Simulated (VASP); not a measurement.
# Hf3Si2 (P4/mbm) in VASP: notebook

Runs on Hf3Si2. Level: PBEsol. Tasks: single point.

Program: VASP 6.6.1. These are calculated values, not measurements. Logs are shortened: lines on timing, memory, paths and dates and some standing lists are left out, and cuts for length are marked.

## Step 1: The cell of the first run

Symmetry: P4/mbm, No. 127, tetragonal system. Conventional cell: a = 7.046 Å, b = 7.046 Å, c = 3.463 Å, α = 90.00°, β = 90.00°, γ = 90.00°. Hf (site symmetry m2m) has 6 Si at 2.66 to 2.74 Å and 7 Hf at 3.13 to 3.47 Å within 3.5 Å. Hf (site symmetry 4/m) has 4 Si at 2.79 Å and 10 Hf at 3.13 to 3.46 Å within 3.7 Å. Within 3.3 Å of Si (site symmetry m2m) lie 1 Si at 2.46 Å and 8 Hf at 2.66 to 2.79 Å.

## Step 2: Single point, PBEsol (uniaxial strain along c: -4.0 %)

Contents of INCAR:

```
SYSTEM = Hf3Si2
ALGO = Fast
EDIFF = 1E-7
ENCUT = 520
GGA = PS
ISIF = 2
ISMEAR = 0
LASPH = .TRUE.
LCHARG = .TRUE.
LELF = .TRUE.
LREAL = .FALSE.
LVHAR = .TRUE.
LWAVE = .FALSE.
NBANDS = 49
NELM = 100
PREC = Accurate
SIGMA = 0.1
```

Contents of KPOINTS:

```
k-points
0
G
  6 6 10
  0 0 0
```

Contents of POSCAR:

```
Hf3Si2
1.0
    7.0462255980      0.0000000000      0.0000000000
    0.0000000000      7.0462255980      0.0000000000
    0.0000000000      0.0000000000      3.4627469947
Hf Si
6 4
Direct
    0.6739804189      0.8260195811      0.5000000000
    0.8260195811      0.3260195811      0.5000000000
    0.3260195811      0.1739804189      0.5000000000
    0.1739804189      0.6739804189      0.5000000000
    0.5000000000      0.5000000000      0.0000000000
    0.0000000000      0.0000000000      0.0000000000
    0.6235426444      0.1235426444      0.0000000000
    0.8764573556      0.6235426444      0.0000000000
    0.1235426444      0.3764573556      0.0000000000
    0.3764573556      0.8764573556      0.0000000000
```

Potentials or basis: VASP PAW PBE potentials, release 64 (Hf_pv, Si).

Run with:

```
> cat potpaw_PBE.64/Hf_pv/POTCAR potpaw_PBE.64/Si/POTCAR > POTCAR
> mpirun -np 1 vasp_std > vasp.out
```

OUTCAR:

```text
SYSTEM = Hf3Si2
   EDIFF = 1E-7
   ENCUT = 520
   GGA = PS
   ISIF = 2
   ISMEAR = 0
   LASPH = .TRUE.
   LREAL = .FALSE.
   NELM = 100
   PREC = Accurate

 ion  position               nearest neighbor table
   1  0.674  0.826  0.500-   8 2.66   8 2.66  10 2.74   7 2.74   7 2.74  10 2.74   6 3.13   6 3.13
                             5 3.13   5 3.13   3 3.47   2 3.68   4 3.68   2 3.68   4 3.68
   2  0.826  0.326  0.500-   7 2.66   7 2.66   9 2.74   8 2.74   8 2.74   9 2.74   6 3.13   6 3.13
                             5 3.13   5 3.13   4 3.47   3 3.68   1 3.68   1 3.68   3 3.68
   3  0.326  0.174  0.500-   9 2.66   9 2.66  10 2.74   7 2.74   7 2.74  10 2.74   6 3.13   6 3.13
                             5 3.13   5 3.13   1 3.47   2 3.68   4 3.68   4 3.68   2 3.68
   4  0.174  0.674  0.500-  10 2.66  10 2.66   8 2.74   8 2.74   9 2.74   9 2.74   6 3.13   6 3.13
                             5 3.13   5 3.13   2 3.47   1 3.68   3 3.68   3 3.68   1 3.68
   5  0.500  0.500  0.000-   7 2.79   8 2.79   9 2.79  10 2.79   1 3.13   2 3.13   3 3.13   4 3.13
                             1 3.13   2 3.13   3 3.13   4 3.13
   6  0.000  0.000  0.000-   7 2.79   8 2.79   9 2.79  10 2.79   1 3.13   2 3.13   3 3.13   4 3.13
                             1 3.13   2 3.13   3 3.13   4 3.13
   7  0.624  0.124  0.000-  10 2.46   2 2.66   2 2.66   1 2.74   1 2.74   3 2.74   3 2.74   5 2.79
                             6 2.79
   8  0.876  0.624  0.000-   9 2.46   1 2.66   1 2.66   2 2.74   4 2.74   2 2.74   4 2.74   5 2.79
                             6 2.79
   9  0.124  0.376  0.000-   8 2.46   3 2.66   3 2.66   2 2.74   2 2.74   4 2.74   4 2.74   5 2.79
                             6 2.79
  10  0.376  0.876  0.000-   7 2.46   4 2.66   4 2.66   3 2.74   1 2.74   3 2.74   1 2.74   5 2.79
                             6 2.79

  LATTYP: Found a simple tetragonal cell.
 ALAT       =     7.0462255980
 C/A-ratio  =     0.4914328879

  Lattice vectors:

 A1 = (   7.0462255980,   0.0000000000,   0.0000000000)
 A2 = (   0.0000000000,   7.0462255980,   0.0000000000)
 A3 = (   0.0000000000,   0.0000000000,   3.4627469947)

Analysis of symmetry for initial positions (statically):
=====================================================================
 Subroutine PRICEL returns:
 Original cell was already a primitive cell.

 Routine SETGRP: Setting up the symmetry group for a
 simple tetragonal supercell.

 Subroutine GETGRP returns: Found 16 space group operations
 (whereof  8 operations were pure point group operations)
 out of a pool of 16 trial point group operations.

The static configuration has the point symmetry C_4h.
 The point group associated with its full space group is D_4h.

Analysis of symmetry for dynamics (positions and initial velocities):
=====================================================================
 Subroutine PRICEL returns:
 Original cell was already a primitive cell.

 Routine SETGRP: Setting up the symmetry group for a
 simple tetragonal supercell.

 Subroutine GETGRP returns: Found 16 space group operations
 (whereof  8 operations were pure point group operations)
 out of a pool of 16 trial point group operations.

The dynamic configuration has the point symmetry C_4h.
 The point group associated with its full space group is D_4h.

 Subroutine INISYM returns: Found 16 space group operations
 (whereof  8 operations are pure point group operations),
 and found     1 'primitive' translations

----------------------------------------------------------------------------------------

                                     Primitive cell

  volume of cell :     171.9229

  direct lattice vectors                    reciprocal lattice vectors
     7.046225598  0.000000000  0.000000000     0.141919952  0.000000000  0.000000000
     0.000000000  7.046225598  0.000000000     0.000000000  0.141919952  0.000000000
     0.000000000  0.000000000  3.462746995     0.000000000  0.000000000  0.288788064

  length of vectors
[... 24 lines left out ...]
                 9           9
                10          10

----------------------------------------------------------------------------------------

 KPOINTS: k-points

Automatic generation of k-mesh.
 Grid dimensions read from file:
 generate k-points for:    6    6   10

 Generating k-lattice:

  Cartesian coordinates                     Fractional coordinates (reciprocal lattice)
     0.023653325  0.000000000  0.000000000     0.166666667  0.000000000  0.000000000
     0.000000000  0.023653325  0.000000000     0.000000000  0.166666667  0.000000000
     0.000000000  0.000000000  0.028878806     0.000000000  0.000000000  0.100000000

  Length of vectors
     0.023653325  0.023653325  0.028878806

  Shift w.r.t. Gamma in fractional coordinates (k-lattice)
     0.000000000  0.000000000  0.000000000

 Subroutine IBZKPT returns following result:
 ===========================================

 Found     60 irreducible k-points:

 Following reciprocal coordinates:
            Coordinates               Weight
  0.000000  0.000000  0.000000      1.000000
  0.166667  0.000000  0.000000      4.000000
  0.333333  0.000000  0.000000      4.000000
  0.500000  0.000000  0.000000      2.000000
  0.166667  0.166667  0.000000      4.000000
  0.333333  0.166667  0.000000      8.000000
[... 16 lines left out ...]
  0.333333  0.000000  0.200000      8.000000
  0.500000  0.000000  0.200000      4.000000
 [... further k-points ...]
   k-points           NKPTS =     60   k-points in BZ     NKDIM =     60   number of bands    NBANDS=     49
   number of dos      NEDOS =    301   number of ions     NIONS =     10
   total plane-waves  NPLWV =  81648
   dimension x,y,z NGX =    54 NGY =   54 NGZ =   28
   dimension x,y,z NGXF=   108 NGYF=  108 NGZF=   56
   ions per type =               6   4
   NGX,Y,Z   is equivalent  to a cutoff of  12.74, 12.74, 13.44 a.u.
   NGXF,Y,Z  is equivalent  to a cutoff of  25.48, 25.48, 26.89 a.u.
 SYSTEM =  Hf3Si2
   PREC   = accura    normal or accurate (medium, high low for compatibility)
   ISTART =      0    job   : 0-new  1-cont  2-samecut
   ICHARG =      2    charge: 1-file 2-atom 10-const
   ISPIN  =      1    spin polarized calculation?
   LNONCOLLINEAR =      F non collinear calculations
   LSORBIT =      F    spin-orbit coupling
   LASPH  =      T    aspherical Exc in radial PAW
   ENCUT  =  520.0 eV  38.22 Ry    6.18 a.u.  13.10 13.10  6.44*2*pi/ulx,y,z
   NELM   =    100;   NELMIN=  2; NELMDL= -5     # of ELM steps
   EDIFF  = 0.1E-06   stopping-criterion for ELM
   LREAL  =      F    real-space projection
   EDIFFG = 0.1E-05   stopping-criterion for IOM
   NSW    =      0    number of steps for IOM
   IBRION =     -1    ionic relax: 0-MD 1-quasi-New 2-CG
   NFREE  =      0    steps in history (QN), initial steepest desc. (CG)
   ISIF   =      2    stress and relaxation
   ISYM   =      2    0-nonsym 1-usesym 2-fastsym
   POTIM  = 0.5000    time-step for ionic-motion
   TEBEG  =    0.0;   TEEND  =   0.0 temperature during run
   PSTRESS=    0.0 pullay stress
   NELECT =      76.0000    total number of electrons
   NUPDOWN=      -1.0000    fix difference up-down
   EMIN   =  10.00;   EMAX   =-10.00  energy-range for DOS
   EFERMI =   0.00;   METHOD = LEGACY
   ISMEAR =     0;   SIGMA  =   0.10  broadening in eV -4-tet -1-fermi 0-gaus
   EFERMI_NEDOS =   21; number of points for ismear=-14 and -15
   IALGO  =     68    algorithm
   IMIX   =      4    mixing-type and parameters
     AMIX     =   0.40;   BMIX     =  1.00
     AMIX_MAG =   1.60;   BMIX_MAG =  1.00
  volume/ion in A,a.u.               =      17.19       116.02
  Fermi-wavevector in a.u.,A,eV,Ry     =   1.247100  2.356678 21.160588  1.555259
  Thomas-Fermi vector in A             =   2.381248
   LORBIT       =      0    0 simple, 1 ext, 2 COOP (PROOUT), +10 PAW based schemes
   GGA     = PS    functional components
   LHFCALC =     F    Hartree Fock is set to
   AEXX    =    0.0000 exact exchange contribution
   IVDW    =     0    specifies the selected vdW correction
   LEPSILON=     F    determine dielectric tensor
   LRPA    =     F    only Hartree local field effects (RPA)
 non-spin polarized calculation
 RMM-DIIS sequential band-by-band and
 Gauss-broadening in eV      SIGMA  =   0.10
  energy-cutoff  :      520.00
  volume of cell :      171.92
 maximum number of plane-waves:      4668
 NGX is ok and might be reduce to    54
   NGX = 27   NGY = 27   NGZ = 13

 number of electron      75.9999998 magnetization

 Free energy of the ion-electron system (eV)
  ---------------------------------------------------
  ext. energy  EPLUGINS =         0.00000000
  ---------------------------------------------------
  free energy    TOTEN  =       -94.54782549 eV

  energy without entropy =      -94.51533692  energy(sigma->0) =      -94.53158120

 E-fermi :   6.7484     XC(G=0): -11.8332

 val. band max:        6.7468696233   @ k =   0.5000   0.3333   0.0000
 cond. band min:       6.7551356908   @ k =   0.5000   0.0000   0.5000
 fundamental gap:      0.0082660675
 Fermi energy:         6.7483854035

 k-point     1 :       0.0000    0.0000    0.0000
  band No.  band energies     occupation
      1     -23.5095      2.00000
      2     -23.5095      2.00000
      3     -23.3870      2.00000
      4     -23.2866      2.00000
      5     -23.2866      2.00000
      6     -23.2692      2.00000
[... 1237 lines left out ...]
     48      10.1746      0.00000
     49      10.5808      0.00000

 [... further k-points ...]

------------------------ aborting loop because EDIFF is reached ----------------------------------------

  FORCE on cell =-STRESS in cart. coord.  units (eV):
  Direction    XX          YY          ZZ          XY          YZ          ZX
  --------------------------------------------------------------------------------------
  -------------------------------------------------------------------------------------
  Total        0.7778229      0.7778229      7.4813309      0.0000000     -0.0000000      0.0000000
  in kB        7.2486557      7.2486557     69.7197144      0.0000000     -0.0000000      0.0000000
  external PRESSURE =      28.0723419 kB  Pullay stress =       0.0000000 kB

 VOLUME and BASIS-vectors are now :
 -----------------------------------------------------------------------------
  energy-cutoff  :      520.00
  volume of cell :      171.92
      direct lattice vectors                 reciprocal lattice vectors
     7.046225598  0.000000000  0.000000000     0.141919952  0.000000000  0.000000000
     0.000000000  7.046225598  0.000000000     0.000000000  0.141919952  0.000000000
     0.000000000  0.000000000  3.462746995     0.000000000  0.000000000  0.288788064

 POSITION                                       TOTAL-FORCE (eV/Angst)
 -----------------------------------------------------------------------------------
      4.74902      5.82032      1.73137        -0.015409      0.015409      0.000000
      5.82032      2.29721      1.73137         0.015409      0.015409     -0.000000
      2.29721      1.22591      1.73137         0.015409     -0.015409     -0.000000
      1.22591      4.74902      1.73137        -0.015409     -0.015409      0.000000
      3.52311      3.52311      0.00000         0.000000      0.000000      0.000000
      0.00000      0.00000      0.00000         0.000000      0.000000      0.000000
      4.39362      0.87051      0.00000        -0.048820     -0.048820     -0.000000
      6.17572      4.39362      0.00000         0.048820     -0.048820      0.000000
      0.87051      2.65260      0.00000        -0.048820      0.048820     -0.000000
      2.65260      6.17572      0.00000         0.048820      0.048820      0.000000
 -----------------------------------------------------------------------------------
    total drift:                                0.000000      0.000000      0.000000

  FREE ENERGIE OF THE ION-ELECTRON SYSTEM (eV)
  ---------------------------------------------------
  free  energy   TOTEN  =       -94.5478254914 eV

  energy  without entropy=      -94.5153369174  energy(sigma->0) =      -94.53158120
```

Wall time 8.8 min (1 thread of AMD EPYC 7R13 (Zen 3), shared host); peak memory 0.49 GiB.

Results:

```
Free energy            : -94.5478 eV
Pressure               : 2.8 GPa
Largest force          : 0.069 eV/Å
Band gap on the k mesh : zero (bands 38 and 39 overlap by 1.55 eV)
```

Forces in eV/Å, atoms in the order of the input:
```
Hf  -0.015  0.015  0.000
Hf   0.015  0.015  0.000
Hf   0.015 -0.015  0.000
Hf  -0.015 -0.015  0.000
Hf   0.000  0.000  0.000
Hf   0.000  0.000  0.000
Si  -0.049 -0.049  0.000
Si   0.049 -0.049  0.000
Si  -0.049  0.049  0.000
Si   0.049  0.049  0.000
```

Stress tensor (GPa, compression positive):
```
0.72 0.00 0.00
0.00 0.72 0.00
0.00 0.00 6.97
```

Levels at points of the mesh, in eV from the Fermi level:
```
           k point  band 36  band 37  band 38  band 39  band 40  band 41
(0.00, 0.00, 0.00)    -0.50    -0.34     0.43     0.97     1.66     1.90
(0.50, 0.00, 0.00)     0.21     0.77     0.77     0.93     0.93     1.49
(0.50, 0.50, 0.00)    -0.19     0.19     0.19     0.58     0.58     1.29
(0.00, 0.00, 0.50)    -0.16    -0.14    -0.14     0.08     0.58     0.65
(0.50, 0.00, 0.50)    -1.11    -0.61    -0.61     0.01     0.01     1.96
(0.50, 0.50, 0.50)    -1.10    -0.79    -0.79    -0.78    -0.78     1.92
```

Caveat: the cell differs from its parent crystal (uniaxial strain along c: -4.0 %); the stress differs along the axes, from 1 to 7 GPa; the PAW data sets were made with another functional, which shifts forces and pressure a little; spin-orbit coupling is left out, which moves the levels of the heavy elements.

(Continued in part 2 of 3.)
